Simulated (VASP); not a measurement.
Input of a VASP 6.6.1 run:

POSCAR

```
Ir2Rh
1.0
    2.7398386905      0.0000000289      0.0000000000
   -1.3699193702      2.3727698938      0.0000000000
    0.0000000000      0.0000000000     13.2879006000
Ir Rh
4 2
Direct
    0.3333333333      0.6666666667      0.0829100000
    0.3333333333      0.6666666667      0.4170900000
    0.6666666667      0.3333333333      0.5829100000
    0.6666666667      0.3333333333      0.9170900000
    0.3333333333      0.6666666667      0.7500000000
    0.6666666667      0.3333333333      0.2500000000
```

The input INCAR.step1:

```
SYSTEM = Ir2Rh
ALGO     = Normal         ! electronic algorithm
EDIFF    = 1E-4           ! SCF threshold, eV
ENCUT    = 520            ! plane-wave cutoff, eV
GGA      = PE             ! functional
ISMEAR   = 0              ! smearing method
LASPH    = .True.         ! aspherical terms in the spheres
LCHARG   = .False.        ! write CHGCAR
LREAL    = .False.        ! projectors in reciprocal space
LWAVE    = .True.         ! write WAVECAR
NBANDS   = 42             ! bands
NELM     = 100            ! most SCF steps
PREC     = Accurate       ! precision mode
SIGMA    = 0.1            ! smearing width, eV
```

INCAR.step2

```
SYSTEM = Ir2Rh
ALGO     = Normal         ! electronic algorithm
EDIFF    = 1E-6           ! SCF threshold, eV
ENCUT    = 520            ! plane-wave cutoff, eV
ISIF     = 2              ! what is computed and relaxed
ISMEAR   = 0              ! smearing method
ISTART   = 1            
LASPH    = .True.         ! aspherical terms in the spheres
LCHARG   = .False.        ! write CHGCAR
LMIXTAU  = .True.       
LREAL    = .False.        ! projectors in reciprocal space
LWAVE    = .False.        ! write WAVECAR
METAGGA  = R2SCAN         ! meta-GGA
NBANDS   = 42             ! bands
NELM     = 100            ! most SCF steps
PREC     = Accurate       ! precision mode
SIGMA    = 0.1            ! smearing width, eV
```

The input KPOINTS:

```
k-points
0
Gamma
  18 18 4
  0 0 0
```

Potentials or basis: VASP PAW PBE potentials, release 64 (Ir, Rh_pv).

Run with:

```console
$ cat potpaw_PBE.64/Ir/POTCAR potpaw_PBE.64/Rh_pv/POTCAR > POTCAR
$ cp INCAR.step1 INCAR
$ mpirun -np 1 vasp_std > vasp.out
$ cp INCAR.step2 INCAR
$ mpirun -np 1 vasp_std > vasp.out
```

Estimate the largest force.

0.006 eV/Å.

What does it give for the band gap on the k mesh?

Zero (bands 33 and 34 overlap by 2.78 eV).

What does it give for the pressure?

-5.1 GPa.

Stress tensor (GPa, compression positive):
```
-5.12  0.00  0.00
 0.00 -5.12  0.00
 0.00  0.00 -5.20
```

Caveat: the cell stands under tension; the PAW data sets were made with another functional, which shifts forces and pressure a little; spin-orbit coupling is left out, which moves the levels of the heavy elements.
